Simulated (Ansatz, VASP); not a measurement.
## Ga3P2N in VASP and in Ansatz

INCAR

```
SYSTEM = Ga3P2N
  PREC = Accurate
  ENCUT = 600
  EDIFF = 1E-7
  ISMEAR = 0
  SIGMA = 0.1
  LREAL = .False.
  LASPH = .True.
  NELM = 150
  ALGO = Normal
  ISIF = 3
  LWAVE = .False.
  LCHARG = .False.
  ISPIN = 2
  MAGMOM = 0 0 0 0 0 2.05
  LORBIT = 11
  GGA = PE
  IBRION = 2
  NSW = 90
  EDIFFG = -0.04
```

Contents of KPOINTS:

```
regular mesh
0
Gamma
  3 3 6
  0 0 0
```

Contents of POSCAR:

```
Ga3P2N
1.0
    6.0131902362      0.0000000000      0.0000000000
   -3.0065951181      5.2075755023      0.0000000000
    0.0000000000      0.0000000000      3.6999128049
Ga P N
3 2 1
Direct
    0.5000000000      0.5000000000      0.5000000000
    0.5000000000      0.0000000000      0.5000000000
    0.0000000000      0.5000000000      0.5000000000
    0.6666666667      0.3333333333      0.0000000000
    0.3333333333      0.6666666667      0.0000000000
    0.0000000000      0.0000000000      0.5000000000
```

Input for Ansatz:

```yaml
crystal:
  lattice:
    - [6.0131902362, 0.0, 0.0]
    - [-3.0065951181, 5.2075755023, 0.0]
    - [0.0, 0.0, 3.6999128049]
  atoms:
    - { symbol: Ga, position: [0.5, 0.5, 0.5] }
    - { symbol: Ga, position: [0.5, 0.0, 0.5] }
    - { symbol: Ga, position: [0.0, 0.5, 0.5] }
    - { symbol: P, position: [0.6666666667, 0.3333333333, 0.0] }
    - { symbol: P, position: [0.3333333333, 0.6666666667, 0.0] }
    - { symbol: "N", position: [0.0, 0.0, 0.5], spin: 2.05 }
basis:
  ecutwfc: 420
kpoints:
  mp_grid: { grid: [3, 3, 6] }
hamiltonian:
  xc: pbe
scf:
  occupations: { method: gaussian, width: 0.1 }
  lower_state_search: "off"
output:
  forces: true
  stress: true
  eigenvalues: true
  populations: true
magnetization:
  spin_polarized: true
relax:
  adjacent_minimum: "off"
  f_tol: 0.04
  max_steps: 70
  cell: { stress_tol: 0.4 }
```

Change from the starting cell: species swapped into the ErCo3Ge2 type (P6mm, No. 183).

Alike in both runs: task relaxation of cell and atoms; functional PBE; k mesh 3 × 3 × 6; occupations gaussian, width 0.1 eV; collinear spin.

|  | VASP | Ansatz |
| --- | --- | --- |
| version | VASP 6.6.1 | Ansatz 0.2.0 |
| potentials or method | VASP PAW PBE potentials, release 64 (Ga_d, P, N), cutoff 600 eV | scalar-relativistic, plane waves, PAW |
| valence electrons in the cell | 54 | 54 |

|  | VASP | Ansatz | Ansatz less VASP |
| --- | --- | --- | --- |
| gap on the k mesh at the Fermi level, each at its own relaxed structure (eV) | none | none | - |
| net moment per atom (μB) | 0.32 | 0.32 | 0.000 |
| size of the moment on the site where the two differ most (μB) | 1.28 | 1.83 | +0.552 |
| relaxed volume (Å³/atom) | 19.40 | 19.40 | -0.006 |
| relaxed cell length with the largest relative difference (Å) | 3.518 | 3.525 | +0.0070 |

Site moments also hang on the region over which each program counts them. A gap of «none» marks a metal or a gap that the smearing closes.

The k mesh is coarse, so the values compare programs but aren't converged.
